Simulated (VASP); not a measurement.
Wanted: the native input for a VASP 6.6.1 run.

| Quantity | Value |
| --- | --- |
| Task | single point |
| Functional | LDA |
| Potentials or basis | VASP PAW LDA potentials, release 64 (Sb) |
| Cutoff | 520 eV |
| k mesh | 10 × 10 × 10 |
| Occupations | fermi-dirac, width 0.05 eV |
| Spin | no spin polarisation |
| Dipole correction | no |
| Further INCAR settings | ALGO = Normal; EDIFF = 1e-06; NBANDS = 8 |

The structure of Sb lies in POSCAR:

```
Sb
1.0
    0.0000000000      2.4024466595      2.4024466595
    2.4024466595      0.0000000000      2.4024466595
    2.4024466595      2.4024466595      0.0000000000
Sb
1
Direct
    0.0000000000      0.0000000000      0.0000000000
```

These files were run (other wordings do the same):

INCAR

```
SYSTEM = Sb
  PREC = Accurate
  ENCUT = 520
  EDIFF = 1E-6
  ISMEAR = -1
  SIGMA = 0.05
  LREAL = .FALSE.
  LASPH = .TRUE.
  NELM = 60
  ALGO = Normal
  ISIF = 2
  LWAVE = .FALSE.
  LCHARG = .FALSE.
  GGA = CA
  NBANDS = 8
```

KPOINTS

```
regular mesh
0
G
  10 10 10
  0 0 0
```

Potentials or basis: VASP PAW LDA potentials, release 64 (Sb).

Command:

```bash
$ cat potpaw_LDA.64/Sb/POTCAR > POTCAR
$ mpirun -np 1 vasp_std > vasp.out
```

It gave:

```yaml
Pressure: -4.4 GPa
```

Wall time 6.8 s on 1 thread of Intel Xeon 6975P-C, with other jobs on the host, peak memory 0.14 GiB.
